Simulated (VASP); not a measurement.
# AlGaN2 (P-4m2) in VASP: a series of runs, part 2 of 2

VASP 6.6.1.

## (3) Single point, LDA

This run uses another cell than the first one, of 10.39 Å³/atom, 1.039 times its volume.

Contents of INCAR:

```
SYSTEM = AlGaN2
ALGO     = Normal         ! electronic algorithm
EDIFF    = 1E-6           ! SCF threshold, eV
ENCUT    = 910            ! plane-wave cutoff, eV
GGA      = CA             ! functional
GGA_COMPAT= .FALSE.      
ISIF     = 2              ! what is computed and relaxed
ISMEAR   = 0              ! smearing method
LASPH    = .TRUE.         ! aspherical terms in the spheres
LCHARG   = .FALSE.        ! write CHGCAR
LREAL    = .FALSE.        ! projectors in reciprocal space
LWAVE    = .FALSE.        ! write WAVECAR
NBANDS   = 21             ! bands
NELM     = 120            ! most SCF steps
PREC     = Accurate       ! precision mode
SIGMA    = 0.02           ! smearing width, eV
```

Contents of KPOINTS:

```
k-points
0
G
  8 8 6
  0 0 0
```

Contents of POSCAR:

```
AlGaN2
1.0
    3.0913365906      0.0000000000      0.0000000000
    0.0000000000      3.0913365906      0.0000000000
    0.0000000000      0.0000000000      4.3495313481
Al Ga N
1 1 2
Direct
    0.5000000000      0.5000000000      0.5000000000
    0.0000000000      0.0000000000      0.0000000000
    0.5000000000      0.0000000000      0.7399927245
    0.0000000000      0.5000000000      0.2600072755
```

Potentials or basis: VASP PAW LDA potentials, release 64 (Al, Ga_d, N_h).

Command:

```bash
cat potpaw_LDA.64/Al/POTCAR potpaw_LDA.64/Ga_d/POTCAR potpaw_LDA.64/N_h/POTCAR > POTCAR
mpirun -np 1 vasp_std > vasp.out
```

OUTCAR:

```text
SYSTEM = AlGaN2
   EDIFF = 1E-6
   ENCUT = 910
   GGA = CA
   ISIF = 2
   ISMEAR = 0
   LASPH = .TRUE.
   LREAL = .FALSE.
   NELM = 120
   PREC = Accurate

 ion  position               nearest neighbor table
   1  0.500  0.500  0.500-   3 1.87   4 1.87   3 1.87   4 1.87   2 3.08   2 3.08   2 3.08   2 3.08
                             2 3.08   2 3.08   2 3.08   2 3.08
   2  0.000  0.000  0.000-   3 1.92   4 1.92   4 1.92   3 1.92   1 3.08   1 3.08   1 3.08   1 3.08
                             1 3.08   1 3.08   1 3.08   1 3.08
   3  0.500  0.000  0.740-   1 1.87   1 1.87   2 1.92   2 1.92
   4  0.000  0.500  0.260-   1 1.87   1 1.87   2 1.92   2 1.92

  LATTYP: Found a simple tetragonal cell.
 ALAT       =     3.0913365906
 C/A-ratio  =     1.4070067172

  Lattice vectors:

 A1 = (   3.0913365906,   0.0000000000,   0.0000000000)
 A2 = (   0.0000000000,   3.0913365906,   0.0000000000)
 A3 = (   0.0000000000,   0.0000000000,   4.3495313481)

Analysis of symmetry for initial positions (statically):
=====================================================================
 Subroutine PRICEL returns:
 Original cell was already a primitive cell.

 Routine SETGRP: Setting up the symmetry group for a
 simple tetragonal supercell.

 Subroutine GETGRP returns: Found  8 space group operations
 (whereof  8 operations were pure point group operations)
 out of a pool of 16 trial point group operations.

The static configuration has the point symmetry D_2d.

Analysis of symmetry for dynamics (positions and initial velocities):
=====================================================================
 Subroutine PRICEL returns:
 Original cell was already a primitive cell.

 Routine SETGRP: Setting up the symmetry group for a
 simple tetragonal supercell.

 Subroutine GETGRP returns: Found  8 space group operations
 (whereof  8 operations were pure point group operations)
[... 118 lines left out ...]
   NUPDOWN=      -1.0000    fix difference up-down
   EMIN   =  10.00;   EMAX   =-10.00  energy-range for DOS
   EFERMI =   0.00;   METHOD = LEGACY
   ISMEAR =     0;   SIGMA  =   0.02  broadening in eV -4-tet -1-fermi 0-gaus
   EFERMI_NEDOS =   21; number of points for ismear=-14 and -15
   IALGO  =     38    algorithm
   IMIX   =      4    mixing-type and parameters
     AMIX     =   0.40;   BMIX     =  1.00
     AMIX_MAG =   1.60;   BMIX_MAG =  1.00
  volume/ion in A,a.u.               =      10.39        70.12
  Fermi-wavevector in a.u.,A,eV,Ry     =   1.400085  2.645776 26.670640  1.960237
  Thomas-Fermi vector in A             =   2.523080
   LORBIT       =      0    0 simple, 1 ext, 2 COOP (PROOUT), +10 PAW based schemes
   GGA     = CA    functional components
   LHFCALC =     F    Hartree Fock is set to
   AEXX    =    0.0000 exact exchange contribution
   IVDW    =     0    specifies the selected vdW correction
   LEPSILON=     F    determine dielectric tensor
   LRPA    =     F    only Hartree local field effects (RPA)
 non-spin polarized calculation
 Gauss-broadening in eV      SIGMA  =   0.02
  energy-cutoff  :      910.00
  volume of cell :       41.57
 maximum number of plane-waves:      2619
   NGX = 15   NGY = 15   NGZ = 21

 number of electron      26.0000003 magnetization

 Free energy of the ion-electron system (eV)
  ---------------------------------------------------
  ext. energy  EPLUGINS =         0.00000000
  ---------------------------------------------------
  free energy    TOTEN  =       -30.29968348 eV

  energy without entropy =      -30.29968348  energy(sigma->0) =      -30.29968348

 E-fermi :   6.3631     XC(G=0): -11.9782

 val. band max:        6.2480668761   @ k =   0.0000   0.0000   0.0000
 cond. band min:       9.4920900239   @ k =   0.0000   0.0000   0.0000
 fundamental gap:      3.2440231479
 Fermi energy:         6.3631418302

 k-point     1 :       0.0000    0.0000    0.0000
  band No.  band energies     occupation
      1      -9.4829      2.00000
      2      -7.9421      2.00000
      3      -6.8448      2.00000
      4      -6.8448      2.00000
      5      -6.7974      2.00000
      6      -6.6038      2.00000
[... 565 lines left out ...]
     20      18.6292      0.00000
     21      18.6460      0.00000

 [... further k-points ...]
[... 5 lines left out ...]
  --------------------------------------------------------------------------------------
  -------------------------------------------------------------------------------------
  Total        1.5123637      1.5123637      1.5062762      0.0000000      0.0000000      0.0000000
  in kB       58.2950607     58.2950607     58.0604174      0.0000000      0.0000000      0.0000000
  external PRESSURE =      58.2168463 kB  Pullay stress =       0.0000000 kB

 VOLUME and BASIS-vectors are now :
 -----------------------------------------------------------------------------
  energy-cutoff  :      910.00
  volume of cell :       41.57
      direct lattice vectors                 reciprocal lattice vectors
     3.091336591  0.000000000  0.000000000     0.323484671  0.000000000  0.000000000
     0.000000000  3.091336591  0.000000000     0.000000000  0.323484671  0.000000000
     0.000000000  0.000000000  4.349531348     0.000000000  0.000000000  0.229909827

 POSITION                                       TOTAL-FORCE (eV/Angst)
 -----------------------------------------------------------------------------------
      1.54567      1.54567      2.17477        -0.000000      0.000000      0.000000
      0.00000      0.00000      0.00000         0.000000      0.000000      0.000000
      1.54567      0.00000      3.21862        -0.000000     -0.000000     -0.032321
      0.00000      1.54567      1.13091        -0.000000      0.000000      0.032321
 -----------------------------------------------------------------------------------
    total drift:                               -0.000000     -0.000000      0.000000

  FREE ENERGIE OF THE ION-ELECTRON SYSTEM (eV)
  ---------------------------------------------------
  free  energy   TOTEN  =       -30.2996834752 eV

  energy  without entropy=      -30.2996834752  energy(sigma->0) =      -30.29968348
```

Run time: 94 s. Hardware: 1 thread of AMD EPYC 7R43 (Zen 3), shared host; peak memory 0.22 GiB.

Results:

| Quantity | Value |
| --- | --- |
| Free energy | -30.2997 eV |
| Pressure | 5.8 GPa |
| Largest force | 0.032 eV/Å |
| Band gap on the k mesh | 3.24 eV, direct |

Forces in eV/Å, atoms in the order of the input:
```
Al   0.000  0.000  0.000
Ga   0.000  0.000  0.000
N    0.000  0.000 -0.032
N    0.000  0.000  0.032
```

Caveat: the cutoff is under 1.25 times the usual one of these potentials, so pressure, stress and relaxed cells hold a basis-set (Pulay) error.

## (4) Single point, LDA

This run uses another cell than the first one, of 10.49 Å³/atom, 1.049 times its volume.

Contents of INCAR:

```
SYSTEM = AlGaN2
PREC = Accurate
ENCUT = 520
EDIFF = 1E-6
ISMEAR = 0
SIGMA = 0.01
LREAL = .FALSE.
LASPH = .TRUE.
NELM = 60
ALGO = Normal
ISIF = 2
LWAVE = .FALSE.
LCHARG = .TRUE.
GGA = CA
LELF = .TRUE.
LVHAR = .TRUE.
NBANDS = 21
```

Contents of KPOINTS:

```
Automatic mesh
0
G
  8 8 6
  0 0 0
```

Contents of POSCAR:

```
AlGaN2
1.0
    3.1009372611      0.0000000000      0.0000000000
    0.0000000000      3.1009372611      0.0000000000
    0.0000000000      0.0000000000      4.3629234960
Al Ga N
1 1 2
Direct
    0.5000000000      0.5000000000      0.5000000000
    0.0000000000      0.0000000000      0.0000000000
    0.5000000000      0.0000000000      0.7400019650
    0.0000000000      0.5000000000      0.2599980350
```

Potentials or basis: VASP PAW LDA potentials, release 64 (Al, Ga_d, N).

Command:

```bash
cat potpaw_LDA.64/Al/POTCAR potpaw_LDA.64/Ga_d/POTCAR potpaw_LDA.64/N/POTCAR > POTCAR
mpirun -np 1 vasp_std > vasp.out
```

It took 15 s on 1 thread of Intel Xeon 6975P-C (Granite Rapids), shared host; peak memory 0.17 GiB.

Results (log left out):

```
Free energy            : -30.3060 eV
Pressure               : 3.9 GPa
Largest force          : 0.030 eV/Å
Band gap on the k mesh : 3.17 eV, direct
```

Forces in eV/Å, atoms in the order of the input:
```
Al   0.000  0.000  0.000
Ga   0.000  0.000  0.000
N    0.000  0.000 -0.030
N    0.000  0.000  0.030
```

Levels at points of the mesh, in eV from the valence-band top:
| k point | band 9 | band 10 | band 11 | band 12 | band 13 | band 14 | band 15 | band 16 | band 17 | band 18 |
| --- | --- | --- | --- | --- | --- | --- | --- | --- | --- | --- |
| (0.00, 0.00, 0.00) | -2.44 | -2.44 | -0.23 | 0.00 | 0.00 | 3.17 | 3.50 | 7.66 | 11.40 | 11.40 |
| (0.50, 0.00, 0.00) | -4.55 | -3.08 | -2.98 | -1.02 | -0.74 | 7.23 | 7.39 | 8.07 | 8.57 | 10.37 |
| (0.50, 0.50, 0.00) | -5.10 | -2.41 | -2.38 | -2.38 | -2.35 | 3.25 | 3.25 | 6.44 | 8.80 | 12.68 |
| (0.00, 0.00, 0.50) | -2.54 | -1.65 | -1.65 | -1.04 | -1.04 | 5.37 | 5.51 | 8.15 | 9.32 | 11.31 |
| (0.50, 0.00, 0.50) | -6.44 | -0.99 | -0.91 | -0.62 | -0.61 | 5.44 | 6.79 | 9.28 | 9.60 | 10.28 |
| (0.50, 0.50, 0.50) | -4.47 | -4.19 | -3.41 | -3.41 | -3.40 | 6.19 | 6.19 | 9.19 | 10.97 | 11.32 |

A k mesh can miss the band edges.

## (5) Overview

| task | potentials or basis | cell | cutoff (eV) | smearing | second run | gap on the mesh (eV) | pressure (GPa) | largest force (eV/Å) |
| --- | --- | --- | --- | --- | --- | --- | --- | --- |
| relaxation of the atoms | VASP PAW LDA potentials, release 64 (Al, Ga_d, N) | atoms relaxed from a = 3.115, b = 3.115, c = 4.121 Å, 4 atoms | 520 | gaussian 0.02 eV | - | 3.44 | 15.1 | - |
| single point | VASP PAW LDA potentials, release 64 (Al, Ga_d, N_h) | a = 3.091, b = 3.091, c = 4.350 Å, 4 atoms | 910 | gaussian 0.02 eV | hard_potentials | 3.24 | 5.8 | 0.03 |
| single point | VASP PAW LDA potentials, release 64 (Al, Ga_d, N) | a = 3.101, b = 3.101, c = 4.363 Å, 4 atoms | 520 | gaussian 0.01 eV | - | 3.17 | 3.9 | 0.03 |

Alike in all rows: level LDA; no spin polarisation; k mesh 8 × 8 × 6.

Caveats: the cutoff is under 1.25 times the usual one of these potentials, so pressure, stress and relaxed cells hold a basis-set (Pulay) error (some runs).

Total energies depend on the potentials used, so only differences within one code and one set of settings carry meaning.
